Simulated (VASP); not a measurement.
# AlN (Cm) in VASP: single point with PBEsol

Aim: the single point of AlN with PBEsol.

Program: VASP 6.6.1. These are calculated values, not measurements. Logs are shortened: lines on timing, memory, paths and dates and some standing lists are left out, and cuts for length are marked.

## Step 1: The cell of the first run

The structure is monoclinic, space group Cm (No. 8). Conventional cell: a = 11.332 Å, b = 3.114 Å, c = 5.393 Å, α = 90.00°, β = 118.42°, γ = 90.00°. Al (site symmetry m) has 4 N at 1.81 to 1.86 Å within 2.4 Å. Within 2.6 Å of Al (site symmetry m) lie 4 N at 1.92 to 1.97 Å. Within 2.5 Å of Al (site symmetry m) lie 4 N at 1.88 to 1.90 Å. Al (site symmetry m) has 4 N at 1.88 to 1.91 Å within 2.5 Å. N (site symmetry m) has 4 Al at 1.86 to 1.91 Å within 2.5 Å. N (site symmetry m) has 4 Al at 1.88 to 1.94 Å within 2.5 Å. N (site symmetry m) has 4 Al at 1.81 to 1.92 Å within 2.4 Å. N (site symmetry m) has 4 Al at 1.86 to 1.97 Å within 2.5 Å.

## Step 2: Single point, PBEsol (atoms displaced along a vibrational mode)

File INCAR:

```
SYSTEM = AlN
  ALGO = Normal
  EDIFF = 1E-6
  ENCUT = 600
  GGA = PS
  GGA_COMPAT = .FALSE.
  ISIF = 2
  ISMEAR = 0
  LASPH = .TRUE.
  LCHARG = .FALSE.
  LREAL = .FALSE.
  LWAVE = .FALSE.
  NBANDS = 26
  NELM = 120
  PREC = Accurate
  SIGMA = 0.05
```

File KPOINTS:

```
k-points
0
G
  8 8 8
  0 0 0
```

File POSCAR:

```
AlN
1.0
   -3.1136926464      0.0000000000      0.0000000000
    0.0000000000      5.3930738627      0.0000000000
    1.5568463232     -2.6965369313     -4.9834165464
Al N
4 4
Direct
    0.9991464389      0.3339519350      0.9982928779
    0.4993454850      0.8312066556      0.9986909699
    0.2488494815      0.9153968305      0.4976989629
    0.7496424424      0.4164284267      0.4992848849
    0.8121657035      0.1451380791      0.6243314070
    0.3043423726      0.6380366637      0.6086847452
    0.0582540380      0.7110139788      0.1165080761
    0.5582540381      0.2388274306      0.1165080761
```

Potentials or basis: VASP PAW PBE potentials, release 64 (Al, N).

Started as:

```
$ cat potpaw_PBE.64/Al/POTCAR potpaw_PBE.64/N/POTCAR > POTCAR
$ mpirun -np 1 vasp_std > vasp.out
```

OUTCAR:

```text
SYSTEM = AlN
   EDIFF = 1E-6
   ENCUT = 600
   GGA = PS
   ISIF = 2
   ISMEAR = 0
   LASPH = .TRUE.
   LREAL = .FALSE.
   NELM = 120
   PREC = Accurate

 ion  position               nearest neighbor table
   1  0.999  0.334  0.998-   7 1.81   8 1.86   8 1.86   5 1.86   4 3.06   3 3.07   3 3.08   3 3.08
                             4 3.08   4 3.08   2 3.10   2 3.10   2 3.13   2 3.13
   2  0.499  0.831  0.999-   7 1.92   7 1.92   6 1.94   8 1.97   3 3.07   3 3.07   4 3.07   4 3.07
                             4 3.08   3 3.08   1 3.10   1 3.10   1 3.13   1 3.13
   3  0.249  0.915  0.498-   6 1.88   7 1.90   5 1.90   5 1.90   1 3.07   2 3.07   2 3.07   1 3.08
                             1 3.08   2 3.08   4 3.11   4 3.11   4 3.11   4 3.11
   4  0.750  0.416  0.499-   6 1.88   6 1.88   5 1.91   8 1.91   1 3.06   2 3.07   2 3.07   1 3.08
                             1 3.08   2 3.08   3 3.11   3 3.11   3 3.11   3 3.11
   5  0.812  0.145  0.624-   1 1.86   3 1.90   3 1.90   4 1.91
   6  0.304  0.638  0.609-   3 1.88   4 1.88   4 1.88   2 1.94
   7  0.058  0.711  0.117-   1 1.81   3 1.90   2 1.92   2 1.92
   8  0.558  0.239  0.117-   1 1.86   1 1.86   4 1.91   2 1.97

  LATTYP: Found a body centered orthorhombic cell.
 ALAT       =     3.1136926464
 B/A-ratio  =     1.7320508076
 C/A-ratio  =     3.2009688253

  Lattice vectors:

 A1 = (  -1.5568463232,   2.6965369313,   4.9834165464)
 A2 = (   1.5568463232,  -2.6965369314,   4.9834165464)
 A3 = (   1.5568463232,   2.6965369314,  -4.9834165464)

Analysis of symmetry for initial positions (statically):
=====================================================================
 Subroutine PRICEL returns:
 Original cell was already a primitive cell.

 Routine SETGRP: Setting up the symmetry group for a
 body centered orthorhombic supercell.

 Subroutine GETGRP returns: Found  2 space group operations
 (whereof  2 operations were pure point group operations)
 out of a pool of  8 trial point group operations.

The static configuration has the point symmetry C_1h.

Analysis of symmetry for dynamics (positions and initial velocities):
=====================================================================
 Subroutine PRICEL returns:
 Original cell was already a primitive cell.

 Routine SETGRP: Setting up the symmetry group for a
 body centered orthorhombic supercell.

 Subroutine GETGRP returns: Found  2 space group operations
 (whereof  2 operations were pure point group operations)
 out of a pool of  8 trial point group operations.

The dynamic configuration has the point symmetry C_1h.

 Subroutine INISYM returns: Found  2 space group operations
 (whereof  2 operations are pure point group operations),
 and found     1 'primitive' translations

----------------------------------------------------------------------------------------

                                     Primitive cell

  volume of cell :      83.6834

  direct lattice vectors                    reciprocal lattice vectors
    -3.113692646  0.000000000  0.000000000    -0.321162078  0.000000000 -0.100332773
     0.000000000  5.393073863  0.000000000     0.000000000  0.185423012 -0.100332773
     1.556846323 -2.696536931 -4.983416546     0.000000000  0.000000000 -0.200665546

  length of vectors
     3.113692646  5.393073863  5.876182636     0.336469531  0.210827794  0.200665546

  position of ions in fractional coordinates (direct lattice)
     0.999146439  0.333951935  0.998292878
     0.499345485  0.831206656  0.998690970
     0.248849482  0.915396831  0.497698963
     0.749642442  0.416428427  0.499284885
     0.812165703  0.145138079  0.624331407
     0.304342373  0.638036664  0.608684745
     0.058254038  0.711013979  0.116508076
     0.558254038  0.238827431  0.116508076

  ion indices of the primitive-cell ions
   primitive index   ion index
                 1           1
                 2           2
                 3           3
                 4           4
                 5           5
                 6           6
                 7           7
                 8           8

----------------------------------------------------------------------------------------

 KPOINTS: k-points

Automatic generation of k-mesh.
 Grid dimensions read from file:
 generate k-points for:    8    8    8

 Generating k-lattice:

  Cartesian coordinates                     Fractional coordinates (reciprocal lattice)
    -0.040145260  0.000000000 -0.012541597     0.125000000  0.000000000  0.000000000
     0.000000000  0.023177877 -0.012541597     0.000000000  0.125000000  0.000000000
     0.000000000  0.000000000 -0.025083193     0.000000000  0.000000000  0.125000000

  Length of vectors
     0.042058691  0.026353474  0.025083193

  Shift w.r.t. Gamma in fractional coordinates (k-lattice)
     0.000000000  0.000000000  0.000000000

 Subroutine IBZKPT returns following result:
 ===========================================

 Found    150 irreducible k-points:

 Following reciprocal coordinates:
            Coordinates               Weight
  0.000000  0.000000  0.000000      1.000000
  0.125000  0.000000  0.000000      4.000000
  0.250000  0.000000  0.000000      4.000000
  0.375000  0.000000  0.000000      4.000000
  0.500000  0.000000  0.000000      2.000000
  0.000000  0.125000  0.000000      2.000000
[... 16 lines left out ...]
  0.125000  0.250000  0.000000      4.000000
 -0.125000  0.250000 -0.250000      4.000000
 [... further k-points ...]
   k-points           NKPTS =    150   k-points in BZ     NKDIM =    150   number of bands    NBANDS=     26
   number of dos      NEDOS =    301   number of ions     NIONS =      8
   total plane-waves  NPLWV =  64512
   dimension x,y,z NGX =    28 NGY =   48 NGZ =   48
   dimension x,y,z NGXF=    56 NGYF=   96 NGZF=   96
   ions per type =               4   4
   NGX,Y,Z   is equivalent  to a cutoff of  14.95, 14.80, 13.58 a.u.
   NGXF,Y,Z  is equivalent  to a cutoff of  29.90, 29.59, 27.16 a.u.
 SYSTEM =  AlN
   PREC   = accura    normal or accurate (medium, high low for compatibility)
   ISTART =      0    job   : 0-new  1-cont  2-samecut
   ICHARG =      2    charge: 1-file 2-atom 10-const
   ISPIN  =      1    spin polarized calculation?
   LNONCOLLINEAR =      F non collinear calculations
   LSORBIT =      F    spin-orbit coupling
   LASPH  =      T    aspherical Exc in radial PAW
   ENCUT  =  600.0 eV  44.10 Ry    6.64 a.u.   6.22 10.77 11.74*2*pi/ulx,y,z
   NELM   =    120;   NELMIN=  2; NELMDL= -5     # of ELM steps
   EDIFF  = 0.1E-05   stopping-criterion for ELM
   LREAL  =      F    real-space projection
   EDIFFG = 0.1E-04   stopping-criterion for IOM
   NSW    =      0    number of steps for IOM
   IBRION =     -1    ionic relax: 0-MD 1-quasi-New 2-CG
   NFREE  =      0    steps in history (QN), initial steepest desc. (CG)
   ISIF   =      2    stress and relaxation
   ISYM   =      2    0-nonsym 1-usesym 2-fastsym
   POTIM  = 0.5000    time-step for ionic-motion
   TEBEG  =    0.0;   TEEND  =   0.0 temperature during run
   PSTRESS=    0.0 pullay stress
   NELECT =      32.0000    total number of electrons
   NUPDOWN=      -1.0000    fix difference up-down
   EMIN   =  10.00;   EMAX   =-10.00  energy-range for DOS
   EFERMI =   0.00;   METHOD = LEGACY
   ISMEAR =     0;   SIGMA  =   0.05  broadening in eV -4-tet -1-fermi 0-gaus
   EFERMI_NEDOS =   21; number of points for ismear=-14 and -15
   IALGO  =     38    algorithm
   IMIX   =      4    mixing-type and parameters
     AMIX     =   0.40;   BMIX     =  1.00
     AMIX_MAG =   1.60;   BMIX_MAG =  1.00
  volume/ion in A,a.u.               =      10.46        70.59
  Fermi-wavevector in a.u.,A,eV,Ry     =   1.188261  2.245487 19.210929  1.411963
  Thomas-Fermi vector in A             =   2.324394
   LORBIT       =      0    0 simple, 1 ext, 2 COOP (PROOUT), +10 PAW based schemes
   GGA     = PS    functional components
   LHFCALC =     F    Hartree Fock is set to
   AEXX    =    0.0000 exact exchange contribution
   IVDW    =     0    specifies the selected vdW correction
   LEPSILON=     F    determine dielectric tensor
   LRPA    =     F    only Hartree local field effects (RPA)
 non-spin polarized calculation
 Gauss-broadening in eV      SIGMA  =   0.05
  energy-cutoff  :      600.00
  volume of cell :       83.68
 maximum number of plane-waves:      2820
 NGX is ok and might be reduce to    28
   NGX = 13   NGY = 21   NGZ = 23

 number of electron      32.0000001 magnetization

 Free energy of the ion-electron system (eV)
  ---------------------------------------------------
  ext. energy  EPLUGINS =         0.00000000
  ---------------------------------------------------
  free energy    TOTEN  =       -62.43620806 eV

  energy without entropy =      -62.43620806  energy(sigma->0) =      -62.43620806

 E-fermi :   6.2673     XC(G=0): -11.1001

 val. band max:        6.0622709878   @ k =   0.0000   0.0000   0.0000
 cond. band min:      10.1237089249   @ k =   0.0000   0.0000   0.0000
 fundamental gap:      4.0614379371
 Fermi energy:         6.2672860071

 k-point     1 :       0.0000    0.0000    0.0000
  band No.  band energies     occupation
      1      -9.1177      2.00000
      2      -6.9542      2.00000
      3      -6.7410      2.00000
      4      -6.6985      2.00000
      5      -0.0079      2.00000
      6       0.3931      2.00000
[... 18 lines left out ...]
     25      17.0225      0.00000
     26      17.6912      0.00000

 k-point     2 :       0.1250    0.0000    0.0000
  band No.  band energies     occupation
      1      -8.9526      2.00000
      2      -6.8988      2.00000
      3      -6.7336      2.00000
      4      -6.5988      2.00000
      5       0.2193      2.00000
      6       0.4777      2.00000
[... 18 lines left out ...]
     25      16.7373      0.00000
[... 608 lines left out ...]
     25      16.6162      0.00000
     26      17.4523      0.00000

 k-point    24 :      -0.1250    0.2500   -0.2500
  band No.  band energies     occupation
      1      -8.6461      2.00000
      2      -7.2588      2.00000
      3      -6.9762      2.00000
      4      -6.5940      2.00000
      5       0.7623      2.00000
      6       0.8735      2.00000
[... 18 lines left out ...]
     25      16.6846      0.00000
     26      17.3768      0.00000

 [... further k-points ...]

------------------------ aborting loop because EDIFF is reached ----------------------------------------

  FORCE on cell =-STRESS in cart. coord.  units (eV):
  Direction    XX          YY          ZZ          XY          YZ          ZX
  --------------------------------------------------------------------------------------
  -------------------------------------------------------------------------------------
  Total        0.1861108      0.4315025      0.1908326      0.0000000     -0.2140984      0.0000000
  in kB        3.5632219      8.2614189      3.6536237      0.0000000     -4.0990631      0.0000000
  external PRESSURE =       5.1594215 kB  Pullay stress =       0.0000000 kB

 VOLUME and BASIS-vectors are now :
 -----------------------------------------------------------------------------
  energy-cutoff  :      600.00
  volume of cell :       83.68
      direct lattice vectors                 reciprocal lattice vectors
    -3.113692646  0.000000000  0.000000000    -0.321162078  0.000000000 -0.100332773
     0.000000000  5.393073863  0.000000000     0.000000000  0.185423012 -0.100332773
     1.556846323 -2.696536931 -4.983416546     0.000000000  0.000000000 -0.200665546

 POSITION                                       TOTAL-FORCE (eV/Angst)
 -----------------------------------------------------------------------------------
     -1.55685     -0.89091     -4.97491         0.000000     -0.607566      0.000848
     -0.00000      1.78975     -4.97689         0.000000      0.249049      0.084629
     -0.00000      3.59474     -2.48024         0.000000      0.036720     -0.193441
     -1.55685      0.89949     -2.48814         0.000000     -0.031522      0.204347
     -1.55685     -0.90079     -3.11130         0.000000      0.041673      1.096270
      0.00000      1.79964     -3.03333        -0.000000     -0.063556     -0.981698
      0.00000      3.52038     -0.58061         0.000000      2.202957     -0.118376
     -1.55685      0.97385     -0.58061         0.000000     -1.827754     -0.092578
 -----------------------------------------------------------------------------------
    total drift:                                0.000003      0.000119      0.000968

  FREE ENERGIE OF THE ION-ELECTRON SYSTEM (eV)
  ---------------------------------------------------
  free  energy   TOTEN  =       -62.4362080550 eV

  energy  without entropy=      -62.4362080550  energy(sigma->0) =      -62.43620806
```

Wall time 2.7 min (1 thread of Intel Xeon 6975P-C (Granite Rapids), shared host); peak memory 0.44 GiB.

Results:

* Free energy: -62.4362 eV
* Pressure: 0.5 GPa
* Largest force: 2.206 eV/Å
* Band gap on the k mesh: 4.06 eV

Forces on the atoms (eV/Å):
```
Al   0.000 -0.608  0.001
Al   0.000  0.249  0.085
Al   0.000  0.037 -0.193
Al   0.000 -0.032  0.204
N    0.000  0.042  1.096
N    0.000 -0.064 -0.982
N    0.000  2.203 -0.118
N    0.000 -1.828 -0.093
```

Levels at points of the mesh, in eV from the valence-band top:
```csv
k point,band 14,band 15,band 16,band 17,band 18,band 19
"(0.00, 0.00, 0.00)",-0.24,-0.22,0.00,4.06,5.13,5.17
"(0.50, 0.00, 0.00)",-1.98,-0.97,-0.82,5.94,6.03,6.78
"(0.00, 0.50, 0.00)",-0.64,-0.61,-0.55,5.78,5.94,6.99
"(0.00, 0.50, 0.50)",-0.67,-0.58,-0.51,5.75,6.00,7.02
"(0.50, 0.50, 0.00)",-1.38,-1.37,-0.69,5.04,5.14,5.63
"(0.00, 0.00, 0.50)",-0.57,-0.55,-0.55,5.58,5.66,6.21
```

Caveat: the cell differs from its parent crystal (atoms displaced along a vibrational mode); the PAW data sets were made with another functional, which shifts forces and pressure a little. A k mesh can miss the band edges.
